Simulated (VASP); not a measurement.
**SiC: single point with r2SCAN**

SiC:

```xyz
16
Lattice="3.0789 0.0000 0.0000 -1.5394 2.6664 0.0000 0.0000 0.0000 20.1377" Properties=species:S:1:pos:R:3 pbc="T T T"
Si    0.0000    1.7776    5.0366
Si    1.5394    0.8888   15.1054
Si    0.0000    1.7776   12.5860
Si    1.5394    0.8888    2.5171
Si    0.0000    0.0000    0.0019
Si    0.0000    0.0000   10.0708
Si    0.0000    1.7776   17.6243
Si    1.5394    0.8888    7.5554
C     0.0000    1.7776   19.5118
C     1.5394    0.8888    9.4430
C     0.0000    0.0000    1.8901
C     0.0000    0.0000   11.9589
C     0.0000    1.7776    6.9299
C     1.5394    0.8888   16.9988
C     0.0000    1.7776   14.4733
C     1.5394    0.8888    4.4044
```

```json
{
 "Program": "VASP 6.6.1",
 "Task": "single point",
 "Functional": "r2SCAN",
 "Potentials or basis": "VASP PAW PBE potentials, release 64 (Si, C)",
 "Cutoff": "520 eV",
 "k mesh": "12 × 12 × 2",
 "Occupations": "gaussian, width 0.02 eV",
 "Spin": "no spin polarisation",
 "Dipole correction": "no",
 "Further INCAR settings": "LREAL = Auto; ALGO = Normal; EDIFF = 1e-06; NBANDS = 46"
}
```

| Property | Result |
| --- | --- |
| Pressure | -0.2 GPa |
| Largest force | 0.017 eV/Å |
| Band gap on the k mesh | 2.14 eV, indirect (least direct gap 3.29 eV) |

Forces on the atoms (eV/Å):
```
Si   0.000  0.000 -0.004
Si   0.000  0.000 -0.004
Si   0.000  0.000 -0.003
Si   0.000  0.000 -0.003
Si   0.000  0.000 -0.002
Si   0.000  0.000 -0.002
Si   0.000  0.000  0.002
Si   0.000  0.000  0.002
C    0.000  0.000 -0.002
C    0.000  0.000 -0.002
C    0.000  0.000  0.003
C    0.000  0.000  0.003
C    0.000  0.000 -0.010
C    0.000  0.000 -0.010
C    0.000  0.000  0.017
C    0.000  0.000  0.017
```

Levels at points of the mesh, in eV from the valence-band top:
| k point | band 29 | band 30 | band 31 | band 32 | band 33 | band 34 | band 35 | band 36 |
| --- | --- | --- | --- | --- | --- | --- | --- | --- |
| (0.00, 0.00, 0.00) | -0.19 | -0.03 | 0.00 | 0.00 | 5.79 | 5.86 | 6.18 | 6.45 |
| (0.50, 0.00, 0.00) | -1.61 | -1.58 | -1.47 | -1.15 | 2.14 | 2.35 | 3.29 | 3.53 |
| (0.00, 0.00, 0.50) | -0.06 | -0.06 | -0.06 | -0.06 | 5.82 | 5.82 | 6.29 | 6.29 |
| (0.50, 0.00, 0.50) | -1.69 | -1.69 | -1.27 | -1.27 | 2.27 | 2.27 | 3.34 | 3.34 |

Run time: 8.8 min on 1 thread of Intel(R) Xeon(R) 6975P-C (Granite Rapids), with other jobs on the host, peak memory 0.4 GiB.

Caveat: the PAW data sets were made with another functional, which shifts forces and pressure a little. A k mesh can miss the band edges.
